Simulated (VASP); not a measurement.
# Ti3Si (Fm-3m) in VASP: further runs, part 2 of 2

VASP 6.6.1.

### 4 Single point, LDA

This run uses another cell than the first one, of 15.70 Å³/atom, 1.063 times its volume.

Input file INCAR:

```
ALGO = Normal
EDIFF = 1E-7
ENCUT = 520
GGA = CA
ISIF = 2
ISMEAR = 1
LASPH = True
LCHARG = True
LELF = True
LREAL = False
LVHAR = True
LWAVE = False
NBANDS = 28
NELM = 60
PREC = Accurate
SIGMA = 0.1
```

Input file KPOINTS:

```
k-points
0
Gamma
  6 6 6
```

Input file POSCAR:

```
Ti3Si
1.0
    0.0000000000      3.1548024422      3.1548024422
    3.1548024422      0.0000000000      3.1548024422
    3.1548024422      3.1548024422      0.0000000000
Ti Si
3 1
Direct
    0.7500000000      0.7500000000      0.7500000000
    0.2500000000      0.2500000000      0.2500000000
    0.0000000000      0.0000000000      0.0000000000
    0.5000000000      0.5000000000      0.5000000000
```

Potentials or basis: VASP PAW LDA potentials, release 64 (Ti_sv, Si).

Run with:

```console
$ cat potpaw_LDA.64/Ti_sv/POTCAR potpaw_LDA.64/Si/POTCAR > POTCAR
$ mpirun -np 1 vasp_std > vasp.out
```

OUTCAR:

```text
EDIFF = 1E-7
   ENCUT = 520
   GGA = CA
   ISIF = 2
   ISMEAR = 1
   LASPH = True
   LREAL = False
   NELM = 60
   PREC = Accurate

 ion  position               nearest neighbor table
   1  0.750  0.750  0.750-   3 2.73   4 2.73   4 2.73   4 2.73   4 2.73   3 2.73   3 2.73   3 2.73

   2  0.250  0.250  0.250-   3 2.73   4 2.73   3 2.73   3 2.73   3 2.73   4 2.73   4 2.73   4 2.73

   3  0.000  0.000  0.000-   1 2.73   2 2.73   1 2.73   1 2.73   1 2.73   2 2.73   2 2.73   2 2.73

   4  0.500  0.500  0.500-   1 2.73   2 2.73   2 2.73   2 2.73   2 2.73   1 2.73   1 2.73   1 2.73

  LATTYP: Found a face centered cubic cell.
 ALAT       =     6.3096048844

  Lattice vectors:

 A1 = (   0.0000000000,   3.1548024422,   3.1548024422)
 A2 = (   3.1548024422,   0.0000000000,   3.1548024422)
 A3 = (   3.1548024422,   3.1548024422,   0.0000000000)

Analysis of symmetry for initial positions (statically):
=====================================================================
 Subroutine PRICEL returns:
 Original cell was already a primitive cell.

 Routine SETGRP: Setting up the symmetry group for a
 face centered cubic supercell.

 Subroutine GETGRP returns: Found 48 space group operations
 (whereof 48 operations were pure point group operations)
 out of a pool of 48 trial point group operations.

The static configuration has the point symmetry O_h .

Analysis of symmetry for dynamics (positions and initial velocities):
=====================================================================
 Subroutine PRICEL returns:
 Original cell was already a primitive cell.

 Routine SETGRP: Setting up the symmetry group for a
 face centered cubic supercell.

 Subroutine GETGRP returns: Found 48 space group operations
 (whereof 48 operations were pure point group operations)
 out of a pool of 48 trial point group operations.

The dynamic configuration has the point symmetry O_h .

[... 111 lines left out ...]
   IMIX   =      4    mixing-type and parameters
     AMIX     =   0.40;   BMIX     =  1.00
     AMIX_MAG =   1.60;   BMIX_MAG =  1.00
  volume/ion in A,a.u.               =      15.70       105.95
  Fermi-wavevector in a.u.,A,eV,Ry     =   1.408573  2.661817 26.995015  1.984078
  Thomas-Fermi vector in A             =   2.530717
   LORBIT       =      0    0 simple, 1 ext, 2 COOP (PROOUT), +10 PAW based schemes
   GGA     = CA    functional components
   LHFCALC =     F    Hartree Fock is set to
   AEXX    =    0.0000 exact exchange contribution
   IVDW    =     0    specifies the selected vdW correction
   LEPSILON=     F    determine dielectric tensor
   LRPA    =     F    only Hartree local field effects (RPA)
 non-spin polarized calculation
 Methfessel and Paxton  Order N= 1 SIGMA  =   0.10
  energy-cutoff  :      520.00
  volume of cell :       62.80
 maximum number of plane-waves:      1711
 NGX is ok and might be reduce to    36
   NGX = 17   NGY = 17   NGZ = 17

 number of electron      39.9999995 magnetization

 Free energy of the ion-electron system (eV)
  ---------------------------------------------------
  ext. energy  EPLUGINS =         0.00000000
  ---------------------------------------------------
  free energy    TOTEN  =       -32.98509992 eV

  energy without entropy =      -32.98269859  energy(sigma->0) =      -32.98429947

 E-fermi :   8.9917     XC(G=0): -11.9415

 val. band max:        8.9800094322   @ k =   0.1667   0.1667   0.0000
 cond. band min:       9.0259913593   @ k =  -0.1667   0.1667   0.0000
 fundamental gap:      0.0459819271
 Fermi energy:         8.9916967047

 k-point     1 :       0.0000    0.0000    0.0000
  band No.  band energies     occupation
      1     -46.8840      2.00000
      2     -46.7996      2.00000
      3     -46.3971      2.00000
      4     -23.5737      2.00000
      5     -23.5737      2.00000
      6     -23.5737      2.00000
[... 485 lines left out ...]
     27      11.5669      0.00000
     28      11.7039      0.00000

------------------------ aborting loop because EDIFF is reached ----------------------------------------

  FORCE on cell =-STRESS in cart. coord.  units (eV):
  Direction    XX          YY          ZZ          XY          YZ          ZX
  --------------------------------------------------------------------------------------
  -------------------------------------------------------------------------------------
  Total       -3.9818142     -3.9818142     -3.9818142      0.0000000      0.0000000      0.0000000
  in kB     -101.5886238   -101.5886238   -101.5886238      0.0000000      0.0000000      0.0000000
  external PRESSURE =    -101.5886238 kB  Pullay stress =       0.0000000 kB

 VOLUME and BASIS-vectors are now :
 -----------------------------------------------------------------------------
  energy-cutoff  :      520.00
  volume of cell :       62.80
      direct lattice vectors                 reciprocal lattice vectors
     0.000000000  3.154802442  3.154802442    -0.158488530  0.158488530  0.158488530
     3.154802442  0.000000000  3.154802442     0.158488530 -0.158488530  0.158488530
     3.154802442  3.154802442  0.000000000     0.158488530  0.158488530 -0.158488530

 POSITION                                       TOTAL-FORCE (eV/Angst)
 -----------------------------------------------------------------------------------
      4.73220      4.73220      4.73220         0.000000      0.000000      0.000000
      1.57740      1.57740      1.57740        -0.000000     -0.000000     -0.000000
      0.00000      0.00000      0.00000        -0.000000     -0.000000     -0.000000
      3.15480      3.15480      3.15480        -0.000000     -0.000000     -0.000000
 -----------------------------------------------------------------------------------
    total drift:                                0.000000      0.000000      0.000000

  FREE ENERGIE OF THE ION-ELECTRON SYSTEM (eV)
  ---------------------------------------------------
  free  energy   TOTEN  =       -32.9850999180 eV

  energy  without entropy=      -32.9826985886  energy(sigma->0) =      -32.98429947
```

OSZICAR:

```text
N       E                     dE             d eps       ncg     rms          rms(c)
DAV:   1     0.473363578655E+03    0.47336E+03   -0.20095E+04   896   0.168E+03
DAV:   2     0.155419037984E+02   -0.45782E+03   -0.44954E+03   908   0.506E+02
DAV:   3    -0.322269865843E+02   -0.47769E+02   -0.46847E+02  1596   0.143E+02
DAV:   4    -0.362232972649E+02   -0.39963E+01   -0.39758E+01  1328   0.348E+01
DAV:   5    -0.364461221915E+02   -0.22282E+00   -0.22271E+00  1404   0.705E+00    0.161E+01
DAV:   6    -0.329466703911E+02    0.34995E+01   -0.19103E+01  1292   0.353E+01    0.393E+00
DAV:   7    -0.330205621625E+02   -0.73892E-01   -0.15830E+00  1288   0.101E+01    0.332E+00
DAV:   8    -0.329879278874E+02    0.32634E-01   -0.34558E-01  1240   0.687E+00    0.251E+00
DAV:   9    -0.329920437633E+02   -0.41159E-02   -0.28379E-01  1120   0.464E+00    0.603E-01
DAV:  10    -0.329837356525E+02    0.83081E-02   -0.71434E-02  1148   0.234E+00    0.366E-01
DAV:  11    -0.329851480580E+02   -0.14124E-02   -0.95597E-03  1232   0.870E-01    0.115E-01
DAV:  12    -0.329851046451E+02    0.43413E-04   -0.13648E-03  1252   0.325E-01    0.329E-02
DAV:  13    -0.329851000810E+02    0.45641E-05   -0.74438E-05  1188   0.909E-02    0.851E-03
DAV:  14    -0.329850999304E+02    0.15059E-06   -0.93004E-06  1256   0.216E-02    0.315E-03
DAV:  15    -0.329850999180E+02    0.12386E-07   -0.31345E-07  1152   0.421E-03
   1 F= -.32985100E+02 E0= -.32984299E+02  d E =-.240133E-02
```

Wall time 21 s (1 thread of Intel Xeon Platinum 8559C (Emerald Rapids), shared host); peak memory 0.17 GiB.

What came out:

```yaml
Free_energy: -32.9851 eV
Pressure: -10.2 GPa
Band_gap_on_the_k_mesh: zero (band 20 reaches 9.10 eV, above the bottom of band 21 at 8.75 eV)
```

### 5 Single point, LDA

This run uses another cell than the first one, of 16.17 Å³/atom, 1.095 times its volume.

Input file INCAR:

```
  PREC = Accurate
  ENCUT = 520
  EDIFF = 1E-7
  ISMEAR = 1
  SIGMA = 0.1
  LREAL = False
  LASPH = True
  NELM = 60
  ALGO = Normal
  ISIF = 2
  LWAVE = False
  LCHARG = False
  NBANDS = 28
```

Input file KPOINTS:

```
regular mesh
0
Gamma
  6 6 6
```

Input file POSCAR:

```
Ti3Si
1.0
    0.0000000000      3.1857338504      3.1857338504
    3.1857338504      0.0000000000      3.1857338504
    3.1857338504      3.1857338504      0.0000000000
Ti Si
3 1
Direct
    0.7500000000      0.7500000000      0.7500000000
    0.2500000000      0.2500000000      0.2500000000
    0.0000000000      0.0000000000      0.0000000000
    0.5000000000      0.5000000000      0.5000000000
```

Potentials or basis: VASP PAW LDA potentials, release 64 (Ti_sv, Si).

Run with:

```console
$ cat potpaw_LDA.64/Ti_sv/POTCAR potpaw_LDA.64/Si/POTCAR > POTCAR
$ mpirun -np 1 vasp_std > vasp.out
```

OUTCAR:

```text
PREC = Accurate
   ENCUT = 520
   EDIFF = 1E-7
   ISMEAR = 1
   LREAL = False
   LASPH = True
   NELM = 60
   ISIF = 2

 ion  position               nearest neighbor table
   1  0.750  0.750  0.750-   4 2.76   4 2.76   4 2.76   3 2.76   4 2.76   3 2.76   3 2.76   3 2.76

   2  0.250  0.250  0.250-   3 2.76   3 2.76   3 2.76   3 2.76   4 2.76   4 2.76   4 2.76   4 2.76

   3  0.000  0.000  0.000-   1 2.76   1 2.76   1 2.76   1 2.76   2 2.76   2 2.76   2 2.76   2 2.76

   4  0.500  0.500  0.500-   2 2.76   2 2.76   2 2.76   1 2.76   2 2.76   1 2.76   1 2.76   1 2.76

  LATTYP: Found a face centered cubic cell.
 ALAT       =     6.3714677008

  Lattice vectors:

 A1 = (   0.0000000000,   3.1857338504,   3.1857338504)
 A2 = (   3.1857338504,   0.0000000000,   3.1857338504)
 A3 = (   3.1857338504,   3.1857338504,   0.0000000000)

Analysis of symmetry for initial positions (statically):
=====================================================================
 Subroutine PRICEL returns:
 Original cell was already a primitive cell.

[... 162 lines left out ...]

  energy without entropy =      -32.84736106  energy(sigma->0) =      -32.84881262

 E-fermi :   8.6711     XC(G=0): -11.8032

 val. band max:        8.6525997075   @ k =   0.1667   0.1667   0.0000
 cond. band min:       8.6994543789   @ k =  -0.1667   0.1667   0.0000
 fundamental gap:      0.0468546715
 Fermi energy:         8.6711368130

 k-point     1 :       0.0000    0.0000    0.0000
  band No.  band energies     occupation
      1     -47.2646      2.00000
      2     -47.1932      2.00000
      3     -46.7839      2.00000
      4     -23.9489      2.00000
      5     -23.9489      2.00000
      6     -23.9489      2.00000
[... 485 lines left out ...]
     27      11.1599      0.00000
     28      11.2974      0.00000

------------------------ aborting loop because EDIFF is reached ----------------------------------------

  FORCE on cell =-STRESS in cart. coord.  units (eV):
  Direction    XX          YY          ZZ          XY          YZ          ZX
  --------------------------------------------------------------------------------------
  -------------------------------------------------------------------------------------
  Total       -5.3168434     -5.3168434     -5.3168434      0.0000000      0.0000000      0.0000000
  in kB     -131.7364595   -131.7364595   -131.7364595      0.0000000      0.0000000      0.0000000
  external PRESSURE =    -131.7364595 kB  Pullay stress =       0.0000000 kB

 VOLUME and BASIS-vectors are now :
 -----------------------------------------------------------------------------
  energy-cutoff  :      520.00
  volume of cell :       64.66
      direct lattice vectors                 reciprocal lattice vectors
     0.000000000  3.185733850  3.185733850    -0.156949709  0.156949709  0.156949709
     3.185733850  0.000000000  3.185733850     0.156949709 -0.156949709  0.156949709
     3.185733850  3.185733850  0.000000000     0.156949709  0.156949709 -0.156949709

 POSITION                                       TOTAL-FORCE (eV/Angst)
 -----------------------------------------------------------------------------------
      4.77860      4.77860      4.77860        -0.000000     -0.000000     -0.000000
      1.59287      1.59287      1.59287         0.000000      0.000000      0.000000
      0.00000      0.00000      0.00000        -0.000000      0.000000     -0.000000
      3.18573      3.18573      3.18573        -0.000000      0.000000     -0.000000
 -----------------------------------------------------------------------------------
    total drift:                                0.000000      0.000000      0.000000

  FREE ENERGIE OF THE ION-ELECTRON SYSTEM (eV)
  ---------------------------------------------------
  free  energy   TOTEN  =       -32.8495384032 eV

  energy  without entropy=      -32.8473610605  energy(sigma->0) =      -32.84881262
```

Run time: 20 s. Hardware: 1 thread of Intel Xeon Platinum 8559C (Emerald Rapids), shared host; peak memory 0.17 GiB.

What came out:

```yaml
Free_energy: -32.8495 eV
Pressure: -13.2 GPa
Band_gap_on_the_k_mesh: zero (band 20 reaches 8.78 eV, above the bottom of band 21 at 8.45 eV)
```

Levels at points of the mesh, in eV from the Fermi level:
| k point | band 18 | band 19 | band 20 | band 21 | band 22 | band 23 |
| --- | --- | --- | --- | --- | --- | --- |
| (0.00, 0.00, 0.00) | -1.88 | -0.02 | -0.02 | -0.02 | 1.73 | 2.15 |
| (0.50, 0.00, 0.00) | -0.43 | -0.43 | -0.18 | -0.18 | 0.54 | 0.85 |
| (0.50, 0.50, 0.00) | -1.83 | -0.26 | -0.22 | -0.22 | 1.06 | 1.14 |

### 6 Single point, LDA

This run uses another cell than the first one, of 16.63 Å³/atom, 1.126 times its volume.

Input file INCAR:

```
PREC = Accurate
ENCUT = 520
EDIFF = 1E-6
ISMEAR = 1
SIGMA = 0.1
LREAL = F
LASPH = T
NELM = 100
ALGO = Normal
ISIF = 2
LWAVE = F
LCHARG = F
NBANDS = 28
```

Input file KPOINTS:

```
Automatic mesh
0
Gamma
  6 6 6
```

Input file POSCAR:

```
Ti3Si
1.0
    0.0000000000      3.2160759989      3.2160759989
    3.2160759989      0.0000000000      3.2160759989
    3.2160759989      3.2160759989      0.0000000000
Ti Si
3 1
Direct
    0.7500000000      0.7500000000      0.7500000000
    0.2500000000      0.2500000000      0.2500000000
    0.0000000000      0.0000000000      0.0000000000
    0.5000000000      0.5000000000      0.5000000000
```

Potentials or basis: VASP PAW LDA potentials, release 64 (Ti_sv, Si).

Run with:

```console
$ cat potpaw_LDA.64/Ti_sv/POTCAR potpaw_LDA.64/Si/POTCAR > POTCAR
$ mpirun -np 1 vasp_std > vasp.out
```

Wall time 20 s (1 thread of Intel Xeon Platinum 8559C (Emerald Rapids), shared host); peak memory 0.17 GiB.

It converged, with:

- Free energy: -32.6815 eV
- Pressure: -15.8 GPa
- Band gap on the k mesh: zero (band 20 reaches 8.48 eV, above the bottom of band 21 at 8.16 eV)

Levels at points of the mesh, in eV from the Fermi level:
| k point | band 18 | band 19 | band 20 | band 21 | band 22 | band 23 |
| --- | --- | --- | --- | --- | --- | --- |
| (0.00, 0.00, 0.00) | -1.80 | -0.03 | -0.03 | -0.03 | 1.50 | 2.08 |
| (0.50, 0.00, 0.00) | -0.41 | -0.41 | -0.18 | -0.18 | 0.50 | 0.83 |
| (0.50, 0.50, 0.00) | -1.82 | -0.24 | -0.20 | -0.20 | 1.06 | 1.09 |

### 7 Summary

```tsv
cell	gap on the mesh (eV)	pressure (GPa)
a = 4.371 Å, angles 60.0°, 4 atoms	none	-2.5
a = 4.417 Å, angles 60.0°, 4 atoms	none	-6.6
a = 4.462 Å, angles 60.0°, 4 atoms	none	-10.2
a = 4.505 Å, angles 60.0°, 4 atoms	none	-13.2
a = 4.548 Å, angles 60.0°, 4 atoms	none	-15.8
```

Alike in all rows: task single point; level LDA; potentials or basis VASP PAW LDA potentials, release 64 (Ti_sv, Si); no spin polarisation; k mesh 6 × 6 × 6; cutoff (eV) 520; smearing methfessel-paxton 0.1 eV.

Total energies depend on the potentials used, so only differences within one code and one set of settings carry meaning.
